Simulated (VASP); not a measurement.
The system is BiB.

```
CELL_PARAMETERS angstrom
3.78560 0.00000 0.00000
-1.89280 3.27843 0.00000
0.00000 0.00000 12.36379
ATOMIC_POSITIONS crystal
B 0.00000 0.00000 0.00000
B 0.33333 0.66667 0.25000
B 0.00000 0.00000 0.50000
B 0.66667 0.33333 0.75000
Bi 0.00000 0.00000 0.18750
Bi 0.33333 0.66667 0.43750
Bi 0.00000 0.00000 0.68750
Bi 0.66667 0.33333 0.93750
```

| Property | Result |
| --- | --- |
| Program | VASP 6.6.1 |
| Task | relaxation of cell and atoms |
| Functional | PBEsol |
| Potentials or basis | VASP PAW PBE potentials, release 64 (B, Bi_d) |
| Cutoff | 600 eV |
| k mesh | 6 × 6 × 2 |
| Occupations | fermi-dirac, width 0.03 eV |
| Spin | no spin polarisation |

At the start: pressure 4.9 GPa; volume 19.18 Å³/atom.

Question: How do energy, volume and symmetry change on relaxing?

Answer: Over 6 steps the energy falls by 15.6 meV/atom and the volume is 20.22 Å³/atom (+5.4 %); space group P6_3mc (No. 186, to 0.1 Å) before and after.

Step by step:
```tsv
step	energy change (eV)	largest force (eV/Å)	pressure (GPa)	volume (Å³)
1	0.0000	0.1244	4.92	153.44
2	-0.0846	0.0529	-2.39	166.90
3	-0.1240	0.0569	-0.01	161.81
4	-0.1243	0.0225	-0.01	161.80
5	-0.1244	0.0157	0.00	161.79
6	-0.1244	0.0070	0.00	161.77
```

Final structure:
```
B Bi
1.0
     3.84900    0.00000    0.00000
    -1.92450    3.33333    0.00000
     0.00000    0.00000   12.60901
B Bi
4 4
Direct
  0.00000 0.00000 0.00048
  0.33333 0.66667 0.24942
  0.00000 0.00000 0.50048
  0.66667 0.33333 0.74942
  0.00000 0.00000 0.18721
  0.33333 0.66667 0.43789
  0.00000 0.00000 0.68721
  0.66667 0.33333 0.93789
```

Caveat: the PAW data sets were made with another functional, which shifts forces and pressure a little.
